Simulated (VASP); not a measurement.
Write the native input for VASP 6.6.1 that does the following.

* Task: single point
* Functional: PBE
* Dispersion: D3(BJ)
* Potentials or basis: VASP PAW PBE potentials, release 64 (Al, N, O, C)
* Cutoff: 520 eV
* k mesh: 5 × 6 × 1
* Occupations: gaussian, width 0.05 eV
* Spin: no spin polarisation
* Dipole correction: yes
* Further INCAR settings: LREAL = Auto; ALGO = Normal; EDIFF = 1e-07; NBANDS = 52

The structure of Al8CN8O lies in POSCAR:

```
Al8CN8O
1.0
    6.2178778036      0.0000000000      0.0000000000
    0.0000000000      4.9778061990      0.0000000000
    0.0000000000      0.0000000000     22.5112415694
Al N O C
8 8 1 1
Direct
    0.0000000000      0.9984444692      0.1776889999
    0.5000000000      0.9984444692      0.1776889999
    0.2500000000      0.4984444692      0.2175567856
    0.7500000000      0.4984444692      0.2175567856
    0.2500000000      0.9927115318      0.3022344925
    0.7500000000      0.9927115318      0.3022344925
    0.0000000000      0.4640676857      0.3273535400
    0.5000000000      0.4640676857      0.3273535400
    0.0000000000      0.6165555308      0.1776889999
    0.5000000000      0.6165555308      0.1776889999
    0.2500000000      0.1165555308      0.2175567856
    0.7500000000      0.1165555308      0.2175567856
    0.2500000000      0.6144481549      0.3009744962
    0.7500000000      0.6144481549      0.3009744962
    0.0000000000      0.1109285716      0.3358873630
    0.5000000000      0.1109285716      0.3358873630
    0.0000000000      0.3609285716      0.4647118879
    0.0000000000      0.3609285716      0.5157974754
```

One way to write it, as run:

INCAR

```
  ALGO = Normal
  DIPOL = 0.5 0.5 0.283
  EDIFF = 1E-7
  ENCUT = 520
  GGA = PE
  IDIPOL = 3
  ISIF = 2
  ISMEAR = 0
  IVDW = 12
  LASPH = True
  LCHARG = False
  LDIPOL = True
  LREAL = Auto
  LWAVE = False
  NBANDS = 52
  NELM = 100
  PREC = Accurate
  SIGMA = 0.05
```

KPOINTS

```
k-points
0
Gamma
  5 6 1
```

Potentials or basis: VASP PAW PBE potentials, release 64 (Al, N, O, C).

The run is started by

```bash
$ cat potpaw_PBE.64/Al/POTCAR potpaw_PBE.64/N/POTCAR potpaw_PBE.64/O/POTCAR potpaw_PBE.64/C/POTCAR > POTCAR
$ mpirun -np 1 vasp_std > vasp.out
```

Results of the run:

- Largest force: 2.746 eV/Å
- Band gap on the k mesh: 1.44 eV (least direct gap 1.46 eV)
- Dispersion energy per atom: -0.157 eV

Wall time 12 min on 1 thread of Intel(R) Xeon(R) Platinum 8488C (Sapphire Rapids), on a shared host, peak memory 0.81 GiB.
